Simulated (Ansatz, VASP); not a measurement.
# SbS: VASP beside Ansatz

INCAR

```
SYSTEM = SbS
PREC = Accurate
ENCUT = 600
EDIFF = 1E-6
ISMEAR = 0
SIGMA = 0.1
LREAL = .False.
LASPH = .True.
NELM = 60
ALGO = Normal
ISIF = 3
LWAVE = .False.
LCHARG = .False.
GGA = PE
IBRION = 2
NSW = 100
EDIFFG = -0.01
```

KPOINTS

```
Automatic mesh
0
Gamma
  16 16 16
  0 0 0
```

The input POSCAR:

```
SbS
1.0
    0.0000000000      2.8938235361      2.8938235361
    2.8938235361      0.0000000000      2.8938235361
    2.8938235361      2.8938235361      0.0000000000
Sb S
1 1
Direct
    0.0000000000      0.0000000000      0.0000000000
    0.5000000000      0.5000000000      0.5000000000
```

Input for Ansatz:

```yaml
crystal:
  lattice:
    - [0.0, 2.8938235361, 2.8938235361]
    - [2.8938235361, 0.0, 2.8938235361]
    - [2.8938235361, 2.8938235361, 0.0]
  atoms:
    - { symbol: Sb, position: [0.0, 0.0, 0.0] }
    - { symbol: S, position: [0.5, 0.5, 0.5] }
basis:
  ecutwfc: 420
kpoints:
  mp_grid: { grid: [16, 16, 16] }
hamiltonian:
  xc: pbe
scf:
  occupations: { method: gaussian, width: 0.1 }
output:
  forces: true
  stress: true
  eigenvalues: true
relax:
  adjacent_minimum: "off"
  f_tol: 0.01
  max_steps: 80
  cell: { stress_tol: 0.05 }
```

Alike in both runs: task relaxation of cell and atoms; functional PBE; k mesh 16 × 16 × 16; occupations gaussian, width 0.1 eV; no spin polarisation.

```csv
,VASP,Ansatz
version,VASP 6.6.1,Ansatz 0.2.0
potentials or method,"VASP PAW PBE potentials, release 64 (Sb, S), cutoff 600 eV","scalar-relativistic, plane waves, PAW"
valence electrons in the cell,11,21
```

VASP gave:

```
gap on the k mesh at the Fermi level, each at its own relaxed structure (eV) : none
relaxed volume (Å³/atom)                                                     : 24.11
relaxed cell length with the largest relative difference (Å)                 : 4.086
```

**Question.** Estimate Ansatz's values.

**Answer.** gap on the k mesh at the Fermi level, each at its own relaxed structure (eV): none; relaxed volume (Å³/atom): 24.19; relaxed cell length with the largest relative difference (Å): 4.090.

A gap of «none» marks a metal or a gap that the smearing closes. VASP's potentials hold 11 valence electrons a cell and Ansatz's 21, so a difference there can come from the potentials and not from the codes.

Spin-orbit coupling is off throughout.
